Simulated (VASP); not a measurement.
# Sb (R-3m) in VASP: relaxation of cell and atoms with LDA

Aim: the relaxation of cell and atoms of Sb with LDA.

All numbers are computed with VASP 6.6.1; they aren't measurements. Logs are shortened: lines on timing, memory, paths and dates and some standing lists are left out, and cuts for length are marked.

**1. The cell of the first run**

Symmetry: R-3m, No. 166, trigonal system. Conventional cell: a = 4.308 Å, b = 4.308 Å, c = 11.274 Å, α = 90.00°, β = 90.00°, γ = 120.00°. Within 3.8 Å of Sb (site symmetry 3m) lie 6 Sb at 2.91 to 3.35 Å.

**2. Relaxation of cell and atoms, LDA**

The input, INCAR:

```
  PREC = Accurate
  ENCUT = 600
  EDIFF = 1E-6
  ISMEAR = 0
  SIGMA = 0.1
  LREAL = False
  LASPH = True
  NELM = 100
  ALGO = Normal
  ISIF = 3
  LWAVE = False
  LCHARG = False
  IBRION = 2
  NSW = 100
  EDIFFG = -0.005
```

The input, KPOINTS:

```
regular mesh
0
Gamma
  12 12 12
```

The input, POSCAR:

```
Sb
1.0
    2.1542000000      1.2437279499      3.7580000000
   -2.1542000000      1.2437279499      3.7580000000
    0.0000000000     -2.4874558998      3.7580000000
Sb
2
Direct
    0.2334900000      0.2334900000      0.2334900000
    0.7665100000      0.7665100000      0.7665100000
```

Potentials or basis: VASP PAW LDA potentials, release 64 (Sb).

Started as:

```bash
> cat potpaw_LDA.64/Sb/POTCAR > POTCAR
> mpirun -np 1 vasp_std > vasp.out
```

OUTCAR:

```text
PREC = Accurate
   ENCUT = 600
   EDIFF = 1E-6
   ISMEAR = 0
   LREAL = False
   LASPH = True
   NELM = 100
   ISIF = 3
   IBRION = 2
   NSW = 100
   EDIFFG = -0.005

 ion  position               nearest neighbor table
   1  0.233  0.233  0.233-   2 2.91   2 2.91   2 2.91   2 3.35   2 3.35   2 3.35
   2  0.767  0.767  0.767-   1 2.91   1 2.91   1 2.91   1 3.35   1 3.35   1 3.35

  LATTYP: Found a trigonal (rhomboedric) cell.
 ALAT       =     4.5066618304
 COS(alpha) =     0.5430253624

  Lattice vectors:

 A1 = (   2.1542000000,   1.2437279499,   3.7580000000)
 A2 = (  -2.1542000000,   1.2437279499,   3.7580000000)
 A3 = (   0.0000000000,  -2.4874558998,   3.7580000000)

Analysis of symmetry for initial positions (statically):
=====================================================================
 Subroutine PRICEL returns:
 Original cell was already a primitive cell.

 Routine SETGRP: Setting up the symmetry group for a
 trigonal (rhombohedral) supercell.

 Subroutine GETGRP returns: Found 12 space group operations
 (whereof 12 operations were pure point group operations)
 out of a pool of 12 trial point group operations.

The static configuration has the point symmetry D_3d.

Analysis of symmetry for dynamics (positions and initial velocities):
=====================================================================
 Subroutine PRICEL returns:
 Original cell was already a primitive cell.

 Routine SETGRP: Setting up the symmetry group for a
 trigonal (rhombohedral) supercell.

 Subroutine GETGRP returns: Found 12 space group operations
 (whereof 12 operations were pure point group operations)
 out of a pool of 12 trial point group operations.

The dynamic configuration has the point symmetry D_3d.

 Subroutine INISYM returns: Found 12 space group operations
 (whereof 12 operations are pure point group operations),
 and found     1 'primitive' translations

----------------------------------------------------------------------------------------

                                     Primitive cell

  volume of cell :      60.4115

  direct lattice vectors                    reciprocal lattice vectors
     2.154200000  1.243727950  3.758000000     0.232104726  0.134005726  0.088699663
    -2.154200000  1.243727950  3.758000000    -0.232104726  0.134005726  0.088699663
     0.000000000 -2.487455900  3.758000000     0.000000000 -0.268011452  0.088699663

  length of vectors
     4.506661830  4.506661830  4.506661830     0.282307932  0.282307932  0.282307932

  position of ions in fractional coordinates (direct lattice)
     0.233490000  0.233490000  0.233490000
     0.766510000  0.766510000  0.766510000

  ion indices of the primitive-cell ions
   primitive index   ion index
                 1           1
                 2           2

----------------------------------------------------------------------------------------

 KPOINTS: regular mesh

Automatic generation of k-mesh.
 Grid dimensions read from file:
 generate k-points for:   12   12   12

 Generating k-lattice:

  Cartesian coordinates                     Fractional coordinates (reciprocal lattice)
     0.019342060  0.011167144  0.007391639     0.083333333  0.000000000  0.000000000
    -0.019342060  0.011167144  0.007391639     0.000000000  0.083333333  0.000000000
     0.000000000 -0.022334288  0.007391639     0.000000000  0.000000000  0.083333333

  Length of vectors
     0.023525661  0.023525661  0.023525661

  Shift w.r.t. Gamma in fractional coordinates (k-lattice)
     0.000000000  0.000000000  0.000000000

 Subroutine IBZKPT returns following result:
 ===========================================

 Found    189 irreducible k-points:

 Following reciprocal coordinates:
            Coordinates               Weight
  0.000000  0.000000  0.000000      1.000000
  0.083333 -0.000000 -0.000000      6.000000
  0.166667 -0.000000 -0.000000      6.000000
  0.250000 -0.000000  0.000000      6.000000
  0.333333 -0.000000 -0.000000      6.000000
  0.416667 -0.000000 -0.000000      6.000000
[... 16 lines left out ...]
  0.500000  0.166667 -0.000000     12.000000
 -0.416667  0.166667  0.000000     12.000000
 [... further k-points ...]
   k-points           NKPTS =    189   k-points in BZ     NKDIM =    189   number of bands    NBANDS=      9
   number of dos      NEDOS =    301   number of ions     NIONS =      2
   total plane-waves  NPLWV =  46656
   dimension x,y,z NGX =    36 NGY =   36 NGZ =   36
   dimension x,y,z NGXF=    72 NGYF=   72 NGZF=   72
   ions per type =               2
   NGX,Y,Z   is equivalent  to a cutoff of  13.28, 13.28, 13.28 a.u.
   NGXF,Y,Z  is equivalent  to a cutoff of  26.56, 26.56, 26.56 a.u.
 SYSTEM =  unknown system
   PREC   = accura    normal or accurate (medium, high low for compatibility)
   ISTART =      0    job   : 0-new  1-cont  2-samecut
   ICHARG =      2    charge: 1-file 2-atom 10-const
   ISPIN  =      1    spin polarized calculation?
   LNONCOLLINEAR =      F non collinear calculations
   LSORBIT =      F    spin-orbit coupling
   LASPH  =      T    aspherical Exc in radial PAW
   ENCUT  =  600.0 eV  44.10 Ry    6.64 a.u.   9.00  9.00  9.00*2*pi/ulx,y,z
   NELM   =    100;   NELMIN=  2; NELMDL= -5     # of ELM steps
   EDIFF  = 0.1E-05   stopping-criterion for ELM
   LREAL  =      F    real-space projection
   EDIFFG = -.5E-02   stopping-criterion for IOM
   NSW    =    100    number of steps for IOM
   IBRION =      2    ionic relax: 0-MD 1-quasi-New 2-CG
   NFREE  =      1    steps in history (QN), initial steepest desc. (CG)
   ISIF   =      3    stress and relaxation
   ISYM   =      2    0-nonsym 1-usesym 2-fastsym
   POTIM  = 0.5000    time-step for ionic-motion
   TEBEG  =    0.0;   TEEND  =   0.0 temperature during run
   PSTRESS=    0.0 pullay stress
   NELECT =      10.0000    total number of electrons
   NUPDOWN=      -1.0000    fix difference up-down
   EMIN   =  10.00;   EMAX   =-10.00  energy-range for DOS
   EFERMI =   0.00;   METHOD = LEGACY
   ISMEAR =     0;   SIGMA  =   0.10  broadening in eV -4-tet -1-fermi 0-gaus
   EFERMI_NEDOS =   21; number of points for ismear=-14 and -15
   IALGO  =     38    algorithm
   IMIX   =      4    mixing-type and parameters
     AMIX     =   0.40;   BMIX     =  1.00
     AMIX_MAG =   1.60;   BMIX_MAG =  1.00
  volume/ion in A,a.u.               =      30.21       203.84
  Fermi-wavevector in a.u.,A,eV,Ry     =   0.898880  1.698637 10.993305  0.807985
  Thomas-Fermi vector in A             =   2.021644
   LORBIT       =      0    0 simple, 1 ext, 2 COOP (PROOUT), +10 PAW based schemes
   GGA     = CA    functional components
   LHFCALC =     F    Hartree Fock is set to
   AEXX    =    0.0000 exact exchange contribution
   IVDW    =     0    specifies the selected vdW correction
   LEPSILON=     F    determine dielectric tensor
   LRPA    =     F    only Hartree local field effects (RPA)
 conjugate gradient relaxation of ions
 non-spin polarized calculation
 Gauss-broadening in eV      SIGMA  =   0.10
  energy-cutoff  :      600.00
  volume of cell :       60.41
 maximum number of plane-waves:      2039
   NGX = 17   NGY = 17   NGZ = 17

--------------------------------------- Ionic step        1  -------------------------------------------

 number of electron      10.0000000 magnetization

 Free energy of the ion-electron system (eV)
  ---------------------------------------------------
  ext. energy  EPLUGINS =         0.00000000
  ---------------------------------------------------
  free energy    TOTEN  =        -9.61786028 eV

  energy without entropy =       -9.61733695  energy(sigma->0) =       -9.61759862

------------------------ aborting loop because EDIFF is reached ----------------------------------------

  FORCE on cell =-STRESS in cart. coord.  units (eV):
  Direction    XX          YY          ZZ          XY          YZ          ZX
  --------------------------------------------------------------------------------------
  -------------------------------------------------------------------------------------
  Total       -0.2809228     -0.2809228     -0.4611608      0.0000000      0.0000000      0.0000000
  in kB       -7.4503737     -7.4503737    -12.2304812      0.0000000      0.0000000      0.0000000
  external PRESSURE =      -9.0437428 kB  Pullay stress =       0.0000000 kB
[... 273 lines left out ...]
  energy  without entropy=       -9.6286452702  energy(sigma->0) =       -9.62901861

--------------------------------------- Ionic step        9  -------------------------------------------

 number of electron      10.0000000 magnetization

 Free energy of the ion-electron system (eV)
  ---------------------------------------------------
  ext. energy  EPLUGINS =         0.00000000
  ---------------------------------------------------
  free energy    TOTEN  =        -9.62944319 eV

  energy without entropy =       -9.62871113  energy(sigma->0) =       -9.62907716

 E-fermi :   7.4506     XC(G=0):  -9.8639

 val. band max:        7.4366489350   @ k =  -0.4167   0.5000   0.4167
 cond. band min:       7.5926828876   @ k =   0.3333   0.1667   0.1667
 fundamental gap:      0.1560339526
 Fermi energy:         7.4505527250

 k-point     1 :       0.0000    0.0000    0.0000
  band No.  band energies     occupation
      1      -5.3858      2.00000
      2       2.8258      2.00000
      3       5.5242      2.00000
      4       5.6552      2.00000
      5       5.6552      2.00000
      6       9.8845      0.00000
      7      10.3551      0.00000
      8      10.3551      0.00000
      9      12.4254      0.00000
[... 265 lines left out ...]
 k-point    24 :      -0.4167    0.1667    0.0000
  band No.  band energies     occupation
      1      -2.7796      2.00000
      2      -2.0993      2.00000
      3       3.7620      2.00000
      4       5.3476      2.00000
      5       5.7927      2.00000
      6       8.4451      0.00000
      7       8.8893      0.00000
      8      10.6796      0.00000
      9      14.1256      0.00000

 [... further k-points ...]

------------------------ aborting loop because EDIFF is reached ----------------------------------------

  FORCE on cell =-STRESS in cart. coord.  units (eV):
  Direction    XX          YY          ZZ          XY          YZ          ZX
  --------------------------------------------------------------------------------------
  -------------------------------------------------------------------------------------
  Total        0.0016961      0.0016961     -0.0099775      0.0000000     -0.0000000      0.0000000
  in kB        0.0464717      0.0464717     -0.2733815      0.0000000     -0.0000000      0.0000000
  external PRESSURE =      -0.0601460 kB  Pullay stress =       0.0000000 kB
[... 17 lines left out ...]
  FREE ENERGIE OF THE ION-ELECTRON SYSTEM (eV)
  ---------------------------------------------------
  free  energy   TOTEN  =        -9.6294431863 eV

  energy  without entropy=       -9.6287111302  energy(sigma->0) =       -9.62907716

 reached required accuracy - stopping structural energy minimisation
```

Wall time 14 min (1 thread of AMD EPYC, shared host); peak memory 0.23 GiB.

What came out:

* Free energy: -9.6294 eV
* Relaxed volume: 29.24 Å³/atom
* Relaxed cell: a = 4.415 Å, b = 4.415 Å, c = 4.415 Å, α = 58.30°, β = 58.30°, γ = 58.30°
* Space group after relaxing (to 0.1 Å): R-3m (No. 166)
* Energy gained by relaxing: 5.8 meV/atom
* Ionic steps: 9
* Pressure after relaxing: 0.0 GPa
* Band gap on the k mesh: zero (bands 5 and 6 overlap by 0.26 eV)

Forces on the atoms (eV/Å):
```
Sb   0.000  0.000  0.002
Sb   0.000  0.000 -0.002
```

Step by step:
| step | energy change (eV) | largest force (eV/Å) | pressure (GPa) | volume (Å³) |
| --- | --- | --- | --- | --- |
| 1 | 0.0000 | 0.1164 | -0.90 | 60.41 |
| 2 | -0.0049 | 0.1956 | 0.39 | 58.93 |
| 3 | -0.0049 | 0.1912 | 0.32 | 59.01 |
| 4 | -0.0092 | 0.1043 | 0.22 | 58.73 |
| 5 | -0.0114 | 0.0119 | 0.13 | 58.31 |
| 6 | -0.0114 | 0.0083 | 0.13 | 58.32 |
| 7 | -0.0115 | 0.0145 | -0.15 | 58.61 |
| 8 | -0.0115 | 0.0124 | -0.06 | 58.51 |
| 9 | -0.0116 | 0.0024 | -0.01 | 58.47 |

Final structure:
```xyz
2
Lattice="2.1504 1.2416 3.6502 -2.1504 1.2416 3.6502 0.0000 -2.4831 3.6502" Properties=species:S:1:pos:R:3 pbc="T T T"
Sb    0.0000    0.0000    2.5893
Sb    0.0000    0.0000    8.3613
```

Levels at points of the mesh, in eV from the Fermi level:
```tsv
k point	band 2	band 3	band 4	band 5	band 6	band 7	band 8	band 9
(0.00, 0.00, 0.00)	-4.62	-1.93	-1.80	-1.80	2.43	2.90	2.90	4.97
(0.50, 0.00, 0.00)	-9.77	-1.69	-1.51	-0.26	-0.12	0.28	0.30	7.95
(0.50, 0.50, 0.00)	-7.87	-5.62	-3.77	-3.74	1.65	5.18	5.56	7.28
(0.50, 0.50, 0.50)	-9.21	-1.20	-1.20	-0.41	-0.03	-0.03	0.99	7.41
```

Caveat: spin-orbit coupling is left out, which moves the levels of the heavy elements.

The gap in the log of VASP goes by the Fermi energy; the results here count the filled bands.